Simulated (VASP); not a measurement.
Set up this calculation in VASP 6.6.1, as the native input.

| Quantity | Value |
| --- | --- |
| Task | single point |
| Functional | r2SCAN |
| Potentials or basis | VASP PAW PBE potentials, release 64 (Sc_sv, As, La) |
| Cutoff | 520 eV |
| k mesh | 4 × 4 × 4 |
| Occupations | fermi-dirac, width 0.02 eV |
| Spin | no spin polarisation |
| Dipole correction | no |
| Further INCAR settings | ALGO = Normal; EDIFF = 1e-06; NBANDS = 42 |

La3ScAs4:

```xyz
8
Lattice="6.1216 0.0000 0.0000 0.0000 6.1216 0.0000 0.0000 0.0000 6.1216" Properties=species:S:1:pos:R:3 pbc="T T T"
Sc    0.0000    0.0000    0.0000
As    3.0608    3.0608    3.0608
As    0.0000    0.0000    3.0608
As    0.0000    3.0608    0.0000
As    3.0608    0.0000    0.0000
La    3.0608    3.0608    0.0000
La    3.0608    0.0000    3.0608
La    0.0000    3.0608    3.0608
```

One way to write it, as run:

POSCAR

```
La3ScAs4
1.0
    6.1215729661      0.0000000000      0.0000000000
    0.0000000000      6.1215729661      0.0000000000
    0.0000000000      0.0000000000      6.1215729661
Sc As La
1 4 3
Direct
    0.0000000000      0.0000000000      0.0000000000
    0.5000000000      0.5000000000      0.5000000000
    0.0000000000      0.0000000000      0.5000000000
    0.0000000000      0.5000000000      0.0000000000
    0.5000000000      0.0000000000      0.0000000000
    0.5000000000      0.5000000000      0.0000000000
    0.5000000000      0.0000000000      0.5000000000
    0.0000000000      0.5000000000      0.5000000000
```

INCAR.step1

```
ALGO = Normal ; EDIFF = 1E-4
ENCUT = 520 ; GGA = PE
ISMEAR = -1 ; LASPH = True
LCHARG = False ; LREAL = False
LWAVE = True ; NBANDS = 42
NELM = 80 ; PREC = Accurate
SIGMA = 0.02
```

INCAR.step2

```
ALGO = Normal ; EDIFF = 1E-6
ENCUT = 520 ; ISIF = 2
ISMEAR = -1 ; ISTART = 1
LASPH = True ; LCHARG = False
LMIXTAU = True ; LREAL = False
LWAVE = False ; METAGGA = R2SCAN
NBANDS = 42 ; NELM = 80
PREC = Accurate ; SIGMA = 0.02
```

KPOINTS

```
k-points
0
Gamma
  4 4 4
```

Potentials or basis: VASP PAW PBE potentials, release 64 (Sc_sv, As, La).

Command:

```bash
$ cat potpaw_PBE.64/Sc_sv/POTCAR potpaw_PBE.64/As/POTCAR potpaw_PBE.64/La/POTCAR > POTCAR
$ cp INCAR.step1 INCAR
$ mpirun -np 1 vasp_std > vasp.out
$ cp INCAR.step2 INCAR
$ mpirun -np 1 vasp_std > vasp.out
```

Results of the run:

```json
{
  "Pressure": "-2.1 GPa",
  "Band gap on the k mesh": "0.04 eV"
}
```

Caveat: semilocal functionals underestimate gaps, and a narrow one can read as zero; the PAW data sets were made with another functional, which shifts forces and pressure a little; spin-orbit coupling is left out, which moves the levels of the heavy elements.

It took 14 min on 1 thread of Intel(R) Xeon(R) 6975P-C (Granite Rapids) (shared host), peak memory 0.43 GiB.
